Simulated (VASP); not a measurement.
# PtSe (P-6m2) in VASP: further runs

PtSe is run at these levels: PBE; tasks: single point.

Program: VASP 6.6.1. These are calculated values, not measurements. Logs are shortened: lines on timing, memory, paths and dates and some standing lists are left out, and cuts for length are marked.

### 1 The cell of the first run

Symmetry: P-6m2, No. 187, hexagonal system. The conventional cell has a = 3.626 Å, b = 3.626 Å, c = 3.539 Å, α = 90.00°, β = 90.00°, γ = 120.00°. Within 3.6 Å of Pt (site symmetry -6m2) lie 6 Se at 2.74 Å and 2 Pt at 3.54 Å. Within 3.6 Å of Se (site symmetry -6m2) lie 6 Pt at 2.74 Å and 2 Se at 3.54 Å.

### 2 Single point, PBE

INCAR reads:

```
ALGO = Normal ; EDIFF = 1E-7
ENCUT = 520 ; GGA = PE
ISIF = 2 ; ISMEAR = -1
LASPH = True ; LCHARG = False
LREAL = False ; LWAVE = False
NBANDS = 15 ; NELM = 60
PREC = Accurate ; SIGMA = 0.05
```

KPOINTS reads:

```
k-points
0
Gamma
  8 8 7
```

POSCAR reads:

```
PtSe
1.0
    3.6263007515      0.0000000000      0.0000000000
   -1.8131503709      3.1404685752      0.0000000000
    0.0000000000      0.0000000000      3.5390898656
Pt Se
1 1
Direct
    0.0000000000      0.0000000000      0.0000000000
    0.6666666667      0.3333333333      0.5000000000
```

Potentials or basis: VASP PAW PBE potentials, release 64 (Pt, Se).

On the command line:

```
> cat potpaw_PBE.64/Pt/POTCAR potpaw_PBE.64/Se/POTCAR > POTCAR
> mpirun -np 1 vasp_std > vasp.out
```

OUTCAR:

```text
EDIFF = 1E-7
   ENCUT = 520
   GGA = PE
   ISIF = 2
   ISMEAR = -1
   LASPH = True
   LREAL = False
   NELM = 60
   PREC = Accurate

 ion  position               nearest neighbor table
   1  0.000  0.000  0.000-   2 2.74   2 2.74   2 2.74   2 2.74   2 2.74   2 2.74
   2  0.667  0.333  0.500-   1 2.74   1 2.74   1 2.74   1 2.74   1 2.74   1 2.74

  LATTYP: Found a hexagonal cell.
 ALAT       =     3.6263007515
 C/A-ratio  =     0.9759504542

  Lattice vectors:

 A1 = (   3.6263007515,   0.0000000000,   0.0000000000)
 A2 = (  -1.8131503709,   3.1404685752,   0.0000000000)
 A3 = (   0.0000000000,   0.0000000000,   3.5390898656)

Analysis of symmetry for initial positions (statically):
=====================================================================
 Subroutine PRICEL returns:
 Original cell was already a primitive cell.

 Routine SETGRP: Setting up the symmetry group for a
 hexagonal supercell.

 Subroutine GETGRP returns: Found 12 space group operations
 (whereof 12 operations were pure point group operations)
 out of a pool of 24 trial point group operations.

The static configuration has the point symmetry D_3h.

Analysis of symmetry for dynamics (positions and initial velocities):
=====================================================================
 Subroutine PRICEL returns:
 Original cell was already a primitive cell.

 Routine SETGRP: Setting up the symmetry group for a
 hexagonal supercell.

 Subroutine GETGRP returns: Found 12 space group operations
 (whereof 12 operations were pure point group operations)
 out of a pool of 24 trial point group operations.

The dynamic configuration has the point symmetry D_3h.

 Subroutine INISYM returns: Found 12 space group operations
 (whereof 12 operations are pure point group operations),
 and found     1 'primitive' translations

----------------------------------------------------------------------------------------

                                     Primitive cell

  volume of cell :      40.3042

  direct lattice vectors                    reciprocal lattice vectors
     3.626300752  0.000000000  0.000000000     0.275763117  0.159211910  0.000000000
    -1.813150371  3.140468575  0.000000000     0.000000000  0.318423820  0.000000000
     0.000000000  0.000000000  3.539089866     0.000000000  0.000000000  0.282558522

  length of vectors
     3.626300752  3.626300751  3.539089866     0.318423820  0.318423820  0.282558522

  position of ions in fractional coordinates (direct lattice)
[... 83 lines left out ...]
   IBRION =     -1    ionic relax: 0-MD 1-quasi-New 2-CG
   NFREE  =      0    steps in history (QN), initial steepest desc. (CG)
   ISIF   =      2    stress and relaxation
   ISYM   =      2    0-nonsym 1-usesym 2-fastsym
   POTIM  = 0.5000    time-step for ionic-motion
   TEBEG  =    0.0;   TEEND  =   0.0 temperature during run
   PSTRESS=    0.0 pullay stress
   NELECT =      16.0000    total number of electrons
   NUPDOWN=      -1.0000    fix difference up-down
   EMIN   =  10.00;   EMAX   =-10.00  energy-range for DOS
   EFERMI =   0.00;   METHOD = LEGACY
   ISMEAR =    -1;   SIGMA  =   0.05  broadening in eV -4-tet -1-fermi 0-gaus
   EFERMI_NEDOS =   21; number of points for ismear=-14 and -15
   IALGO  =     38    algorithm
   IMIX   =      4    mixing-type and parameters
     AMIX     =   0.40;   BMIX     =  1.00
     AMIX_MAG =   1.60;   BMIX_MAG =  1.00
  volume/ion in A,a.u.               =      20.15       135.99
  Fermi-wavevector in a.u.,A,eV,Ry     =   1.203183  2.273685 19.696451  1.447648
  Thomas-Fermi vector in A             =   2.338943
   LORBIT       =      0    0 simple, 1 ext, 2 COOP (PROOUT), +10 PAW based schemes
   GGA     = PE    functional components
   LHFCALC =     F    Hartree Fock is set to
   AEXX    =    0.0000 exact exchange contribution
   IVDW    =     0    specifies the selected vdW correction
   LEPSILON=     F    determine dielectric tensor
   LRPA    =     F    only Hartree local field effects (RPA)
 non-spin polarized calculation
  energy-cutoff  :      520.00
  volume of cell :       40.30
 maximum number of plane-waves:      1099
 NGX is ok and might be reduce to    28
   NGX = 13   NGY = 13   NGZ = 13

 number of electron      16.0000000 magnetization

 Free energy of the ion-electron system (eV)
  ---------------------------------------------------
  ext. energy  EPLUGINS =         0.00000000
  ---------------------------------------------------
  free energy    TOTEN  =        -9.13855468 eV

  energy without entropy =       -9.12875375  energy(sigma->0) =       -9.13365422

 E-fermi :   6.5515     XC(G=0): -11.0625

 val. band max:        6.5407048771   @ k =   0.1250   0.0000   0.4286
 cond. band min:       6.5746661076   @ k =   0.2500   0.0000   0.0000
 fundamental gap:      0.0339612306
 Fermi energy:         6.5514973224

 k-point     1 :       0.0000    0.0000    0.0000
  band No.  band energies     occupation
      1      -8.3640      2.00000
      2       2.6484      2.00000
      3       2.6484      2.00000
      4       2.7817      2.00000
      5       4.3524      2.00000
      6       4.3524      2.00000
      7       4.3616      2.00000
      8       6.6719      0.16498
      9       7.2309      0.00000
     10       7.2309      0.00000
     11      13.8611      0.00000
     12      14.3298      0.00000
     13      14.3298      0.00000
     14      19.6284      0.00000
[... 401 lines left out ...]
      2       0.4540      2.00000
      3       1.6005      2.00000
      4       2.3798      2.00000
      5       3.7754      2.00000
      6       4.6080      2.00000
      7       4.8465      2.00000
      8       5.9291      1.99999
      9       7.1351      0.00002
     10       9.5229      0.00000
     11      12.2817      0.00000
     12      15.2755      0.00000
     13      15.4432      0.00000
     14      18.1123      0.00000
     15      20.0798      0.00000

 [... further k-points ...]
[... 5 lines left out ...]
  --------------------------------------------------------------------------------------
  -------------------------------------------------------------------------------------
  Total       -1.4091847     -1.4091847     -2.3746370     -0.0000000     -0.0000000      0.0000000
  in kB      -56.0181322    -56.0181323    -94.3969457     -0.0000001     -0.0000000      0.0000000
  external PRESSURE =     -68.8110701 kB  Pullay stress =       0.0000000 kB

 VOLUME and BASIS-vectors are now :
 -----------------------------------------------------------------------------
  energy-cutoff  :      520.00
  volume of cell :       40.30
      direct lattice vectors                 reciprocal lattice vectors
     3.626300752  0.000000000  0.000000000     0.275763117  0.159211910  0.000000000
    -1.813150371  3.140468575  0.000000000     0.000000000  0.318423820  0.000000000
     0.000000000  0.000000000  3.539089866     0.000000000  0.000000000  0.282558522

 POSITION                                       TOTAL-FORCE (eV/Angst)
 -----------------------------------------------------------------------------------
      0.00000      0.00000      0.00000         0.000000      0.000000      0.000000
      1.81315      1.04682      1.76954         0.000000      0.000000      0.000000
 -----------------------------------------------------------------------------------
    total drift:                               -0.000000      0.000000      0.000000

  FREE ENERGIE OF THE ION-ELECTRON SYSTEM (eV)
  ---------------------------------------------------
  free  energy   TOTEN  =        -9.1385546839 eV

  energy  without entropy=       -9.1287537494  energy(sigma->0) =       -9.13365422
```

Wall time 28 s (1 thread of Intel Xeon Platinum 8259CL at 2.50GHz (Skylake/Cascade Lake), shared host); peak memory 0.17 GiB.

Results:

| Property | Result |
| --- | --- |
| Free energy | -9.1386 eV |
| Pressure | -6.9 GPa |
| Band gap on the k mesh | zero (band 8 reaches 7.31 eV, above the bottom of band 9 at 6.36 eV) |

Stress tensor (GPa, compression positive):
```
-5.60  0.00  0.00
 0.00 -5.60  0.00
 0.00  0.00 -9.44
```

Caveat: spin-orbit coupling is left out, which moves the levels of the heavy elements.

### 3 Single point, PBE

This run uses another cell than the first one, of 20.58 Å³/atom, 1.021 times its volume.

INCAR reads:

```
SYSTEM = PtSe
PREC = Accurate
ENCUT = 520
EDIFF = 1E-7
ISMEAR = -1
SIGMA = 0.05
LREAL = .False.
LASPH = .True.
NELM = 100
ALGO = Normal
ISIF = 2
LWAVE = .False.
LCHARG = .False.
GGA = PE
NBANDS = 15
```

KPOINTS reads:

```
Automatic mesh
0
Gamma
  8 8 7
  0 0 0
```

POSCAR reads:

```
PtSe
1.0
    3.6518389222      0.0000000000      0.0000000000
   -1.8259194562      3.1625852798      0.0000000000
    0.0000000000      0.0000000000      3.5640138548
Pt Se
1 1
Direct
    0.0000000000      0.0000000000      0.0000000000
    0.6666666667      0.3333333333      0.5000000000
```

Potentials or basis: VASP PAW PBE potentials, release 64 (Pt, Se).

On the command line:

```
> cat potpaw_PBE.64/Pt/POTCAR potpaw_PBE.64/Se/POTCAR > POTCAR
> mpirun -np 1 vasp_std > vasp.out
```

OUTCAR:

```text
SYSTEM = PtSe
   PREC = Accurate
   ENCUT = 520
   EDIFF = 1E-7
   ISMEAR = -1
   LREAL = .False.
   LASPH = .True.
   NELM = 100
   ISIF = 2
   GGA = PE

 ion  position               nearest neighbor table
   1  0.000  0.000  0.000-   2 2.76   2 2.76   2 2.76   2 2.76   2 2.76   2 2.76
   2  0.667  0.333  0.500-   1 2.76   1 2.76   1 2.76   1 2.76   1 2.76   1 2.76

  LATTYP: Found a hexagonal cell.
 ALAT       =     3.6518389222
 C/A-ratio  =     0.9759504542

  Lattice vectors:
[... 609 lines left out ...]
      8       5.6551      1.99999
      9       6.8323      0.00002
     10       9.2083      0.00000
     11      11.9523      0.00000
     12      14.9306      0.00000
     13      15.0873      0.00000
     14      17.6995      0.00000
     15      19.6885      0.00000

 [... further k-points ...]
[... 5 lines left out ...]
  --------------------------------------------------------------------------------------
  -------------------------------------------------------------------------------------
  Total       -1.8629863     -1.8629863     -2.9538782     -0.0000000      0.0000000      0.0000000
  in kB      -72.5148595    -72.5148596   -114.9767206     -0.0000001      0.0000000      0.0000000
  external PRESSURE =     -86.6688132 kB  Pullay stress =       0.0000000 kB

 VOLUME and BASIS-vectors are now :
 -----------------------------------------------------------------------------
  energy-cutoff  :      520.00
  volume of cell :       41.16
      direct lattice vectors                 reciprocal lattice vectors
     3.651838922  0.000000000  0.000000000     0.273834641  0.158098503  0.000000000
    -1.825919456  3.162585280  0.000000000     0.000000000  0.316197007  0.000000000
     0.000000000  0.000000000  3.564013855     0.000000000  0.000000000  0.280582523

 POSITION                                       TOTAL-FORCE (eV/Angst)
 -----------------------------------------------------------------------------------
      0.00000      0.00000      0.00000        -0.000000      0.000000      0.000000
      1.82592      1.05420      1.78201         0.000000     -0.000000      0.000000
 -----------------------------------------------------------------------------------
    total drift:                               -0.000000      0.000000      0.000000

  FREE ENERGIE OF THE ION-ELECTRON SYSTEM (eV)
  ---------------------------------------------------
  free  energy   TOTEN  =        -9.0971070620 eV

  energy  without entropy=       -9.0871015001  energy(sigma->0) =       -9.09210428
```

OSZICAR:

```text
N       E                     dE             d eps       ncg     rms          rms(c)
DAV:   1     0.698171382053E+02    0.69817E+02   -0.71418E+03  1224   0.937E+02
DAV:   2    -0.697395762026E+01   -0.76791E+02   -0.69671E+02  1543   0.188E+02
DAV:   3    -0.924589001190E+01   -0.22719E+01   -0.22538E+01  1431   0.321E+01
DAV:   4    -0.925824730045E+01   -0.12357E-01   -0.12356E-01  1599   0.269E+00
DAV:   5    -0.925840219086E+01   -0.15489E-03   -0.15489E-03  1494   0.310E-01    0.799E+00
DAV:   6    -0.912493825626E+01    0.13346E+00   -0.43320E-01  1361   0.644E+00    0.489E+00
DAV:   7    -0.910136817250E+01    0.23570E-01   -0.42585E-02  1291   0.238E+00    0.272E+00
DAV:   8    -0.909745672477E+01    0.39114E-02   -0.24867E-02  1529   0.131E+00    0.347E-01
DAV:   9    -0.909714563884E+01    0.31109E-03   -0.11934E-03  1417   0.244E-01    0.669E-02
DAV:  10    -0.909710295579E+01    0.42683E-04   -0.15273E-04  1585   0.120E-01    0.138E-02
DAV:  11    -0.909710704268E+01   -0.40869E-05   -0.68426E-06  1459   0.216E-02    0.267E-03
DAV:  12    -0.909710706197E+01   -0.19293E-07   -0.29131E-07  1633   0.462E-03
   1 F= -.90971071E+01 E0= -.90921043E+01  d E =-.100056E-01
```

stdout:

```text
POSCAR found type information on POSCAR PtSe
 POSCAR found :  2 types and       2 ions
 scaLAPACK will be used
 LDA part: xc-table for (Slater+PW92), standard interpolation
 POSCAR, INCAR and KPOINTS ok, starting setup
 FFT: planning ... GRIDC
 FFT: planning ... GRID_SOFT
 FFT: planning ... GRID
 WAVECAR not read
 entering main loop
```

Run time: 27 s. Hardware: 1 thread of Intel Xeon Platinum 8259CL at 2.50GHz (Skylake/Cascade Lake), shared host; peak memory 0.17 GiB.

Results:

```yaml
Free_energy: -9.0971 eV
Pressure: -8.7 GPa
Band_gap_on_the_k_mesh: zero (band 8 reaches 7.00 eV, above the bottom of band 9 at 6.08 eV)
```

Stress tensor (GPa, compression positive):
```
 -7.25   0.00   0.00
  0.00  -7.25   0.00
  0.00   0.00 -11.50
```

Caveat: spin-orbit coupling is left out, which moves the levels of the heavy elements.
